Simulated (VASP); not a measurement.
Here is a VASP 6.6.1 calculation.

INCAR

```
PREC = Accurate ; ENCUT = 410
EDIFF = 1E-6 ; ISMEAR = 0
SIGMA = 0.05 ; LREAL = False
LASPH = True ; NELM = 120
ALGO = Normal ; ISIF = 2
LWAVE = False ; LCHARG = False
LDIPOL = True ; IDIPOL = 3
DIPOL = 0.5 0.5 0.341 ; GGA = PE
NBANDS = 164 ; GGA_COMPAT = False
NELMDL = -8
```

File KPOINTS:

```
regular mesh
0
Gamma
  3 3 1
```

POSCAR

```
Ge5H2
1.0
    8.1473826809      0.0000000000      0.0000000000
    0.0000000000      8.1473826809      0.0000000000
    0.0000000000      0.0000000000     19.5175094652
Ge H
20 8
Direct
    0.5000000000      0.5000000000      0.2513865784
    0.5000000000      0.0000000000      0.2513865784
    0.0000000000      0.5000000000      0.2513865784
    0.0000000000      0.0000000000      0.2513865784
    0.7500000000      0.5000000000      0.3251801834
    0.7500000000      0.0000000000      0.3251801834
    0.2500000000      0.5000000000      0.3251801834
    0.2500000000      0.0000000000      0.3251801834
    0.7446413693      0.7484355657      0.3997100382
    0.7446413693      0.2515644343      0.3997100382
    0.2527117234      0.7493585670      0.3960383498
    0.2527117234      0.2506414330      0.3960383498
   -0.0005833947      0.7282963534      0.4709657441
   -0.0005833947      0.2717036466      0.4709657441
    0.4955399527      0.7272392529      0.4748461505
    0.4955399527      0.2727607471      0.4748461505
    0.1043752635      0.0000000000      0.4989637774
    0.1045458126      0.5000000000      0.5443076775
    0.4048987630      0.0000000000      0.5139437596
    0.4322055943      0.5000000000      0.5605617818
    0.5083944213      0.6502083350      0.2033868863
    0.5083944213      0.3497916650      0.2033868863
    0.5083944213      0.1502083350      0.2033868863
    0.5083944213     -0.1502083350      0.2033868863
   -0.0083944213      0.3497916650      0.2033868863
   -0.0083944213      0.6502083350      0.2033868863
   -0.0083944213     -0.1502083350      0.2033868863
   -0.0083944213      0.1502083350      0.2033868863
```

Potentials or basis: VASP PAW PBE potentials, release 64 (Ge_d, H).

The run is started by

```sh
$ cat potpaw_PBE.64/Ge_d/POTCAR potpaw_PBE.64/H/POTCAR > POTCAR
$ mpirun -np 1 vasp_std > vasp.out
```

Task: Estimate the largest force.

Result: 0.762 eV/Å.

Task: Estimate the band gap on the k mesh.

Result: Zero (bands 144 and 145 overlap by 0.19 eV).

Forces in eV/Å, atoms in the order of the input:
```
Ge   0.067  0.000  0.199
Ge   0.017  0.000  0.172
Ge  -0.050  0.000  0.215
Ge  -0.042  0.000  0.232
Ge  -0.070  0.000 -0.151
Ge  -0.018  0.000  0.042
Ge   0.003  0.000 -0.762
Ge   0.063  0.000 -0.674
Ge   0.024  0.025  0.003
Ge   0.024 -0.025  0.003
Ge  -0.009  0.007  0.003
Ge  -0.009 -0.007  0.003
Ge   0.002  0.000 -0.001
Ge   0.002  0.000 -0.001
Ge  -0.014  0.004  0.002
Ge  -0.014 -0.004  0.002
Ge  -0.025  0.000  0.381
Ge   0.011  0.000  0.131
Ge   0.015  0.000 -0.020
Ge   0.009  0.000  0.027
H   -0.042 -0.030  0.014
H   -0.042  0.030  0.014
H   -0.004 -0.028  0.022
H   -0.004  0.028  0.022
H    0.029  0.033  0.016
H    0.029 -0.033  0.016
H    0.024  0.027  0.045
H    0.024 -0.027  0.045
```
